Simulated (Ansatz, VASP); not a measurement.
# SnO2 in VASP and in Ansatz

```
CELL_PARAMETERS angstrom
4.91358 0.00000 0.00000
0.00000 4.62678 0.00000
0.00000 0.00000 3.12542
ATOMIC_POSITIONS crystal
Sn 0.50000 0.50000 0.50000
Sn 0.00000 0.00000 0.00000
O 0.31516 0.29489 0.00000
O 0.81516 0.20511 0.50000
O 0.18484 0.79489 0.50000
O 0.68484 0.70511 0.00000
```

Change from the starting cell: volume 11.842 Å^3 an atom, stretch along a over the lengths across it, relative to the relaxed cell 1.0621.

Alike in both runs: functional LDA; k mesh 6 × 6 × 10; occupations gaussian, width 0.05 eV; no spin polarisation.

Ansatz relaxed the structure, and its values are those at the end. VASP's run is a single point on that final structure, the one shown.

|  | VASP | Ansatz |
| --- | --- | --- |
| version | VASP 6.6.1 | Ansatz 0.2.0 |
| potentials or method | VASP PAW LDA potentials, release 64 (Sn_d, O), cutoff 520 eV | scalar-relativistic, plane waves, PAW |
| valence electrons in the cell | 52 | 52 |

|  | VASP | Ansatz | Ansatz less VASP |
| --- | --- | --- | --- |
| gap on the k mesh at the Fermi level (eV) | 1.35 | 1.32 | -0.024 |
| least direct gap on the mesh (eV) | 1.35 | 1.32 | -0.024 |
| pressure (GPa) | 2.1 | 0.7 | -1.38 |
| rms of the force components (eV/Å) | 0.024 | 0.003 | -0.0214 |

Ansatz warns that its potentials were made for another functional, while VASP's fit it. LDA's correlation is that of Perdew and Zunger in VASP and of Perdew and Wang (1992) in Ansatz. Ansatz's warnings: stress scf threshold loose.
